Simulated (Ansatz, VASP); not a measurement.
Ni: VASP beside Ansatz

Contents of INCAR:

```
PREC = Accurate
ENCUT = 600
EDIFF = 1E-7
ISMEAR = -1
SIGMA = 0.05
LREAL = F
LASPH = T
NELM = 200
ALGO = Normal
ISIF = 3
LWAVE = F
LCHARG = F
ISPIN = 2
MAGMOM = 0.8 0.8
LORBIT = 11
LMAXMIX = 4
GGA = CA
IBRION = 2
NSW = 80
EDIFFG = -0.01
GGA_COMPAT = F
NELMIN = 4
```

File KPOINTS:

```
Automatic mesh
0
Gamma
  11 11 11
```

File POSCAR:

```
Ni
1.0
    0.0000000000      2.4534603088      2.4534603088
    2.4534603088      0.0000000000      2.4534603088
    2.4534603088      2.4534603088      0.0000000000
Ni
2
Direct
    0.1250000000      0.1250000000      0.1250000000
    0.8750000000      0.8750000000      0.8750000000
```

Input for Ansatz:

```yaml
crystal:
  lattice:
    - [0.0, 2.4534603088, 2.4534603088]
    - [2.4534603088, 0.0, 2.4534603088]
    - [2.4534603088, 2.4534603088, 0.0]
  atoms:
    - { symbol: Ni, position: [0.125, 0.125, 0.125], spin: 0.8 }
    - { symbol: Ni, position: [0.875, 0.875, 0.875], spin: 0.8 }
hamiltonian:
  xc: lda
  pseudopotentials:
    kind: paw
    azcp:
      Ni: "pseudopotentials/Ni.paw.azcp"
basis:
  ecutwfc: 420
  fft_grid_basis: typed
kpoints:
  mp_grid: { grid: [11, 11, 11], shift: [0, 0, 0] }
magnetization:
  spin_polarized: true
scf:
  occupations: { method: fermi_dirac, width: 0.05 }
relax:
  max_steps: 60
  f_tol: 0.01
  cell: {}
```

Alike in both runs: task relaxation of cell and atoms; functional LDA; k mesh 11 × 11 × 11; occupations fermi-dirac, width 0.05 eV; collinear spin.

|  | VASP | Ansatz |
| --- | --- | --- |
| version | VASP 6.6.1 | Ansatz 0.2.0 |
| potentials or method | VASP PAW LDA potentials, release 64 (Ni), cutoff 600 eV | plane waves (420 eV) with PAW, scalar-relativistic |
| valence electrons in the cell | 20 | 36 |

|  | VASP | Ansatz | Ansatz less VASP |
| --- | --- | --- | --- |
| net moment per atom (μB) | 0.77 | 0.79 | +0.024 |
| size of the moment on the site where the two differ most (μB) | 0.76 | 0.81 | +0.048 |
| relaxed volume (Å³/atom) | 15.03 | 15.07 | +0.035 |
| relaxed cell length with the largest relative difference (Å) | 3.490 | 3.493 | +0.0027 |

Ansatz warns that its potentials were made for another functional, while VASP's fit it. LDA's correlation is that of Perdew and Zunger in VASP and of Perdew and Wang (1992) in Ansatz. Site moments also hang on the region over which each program counts them. VASP's potentials hold 20 valence electrons a cell and Ansatz's 36, so a difference there can come from the potentials and not from the codes.
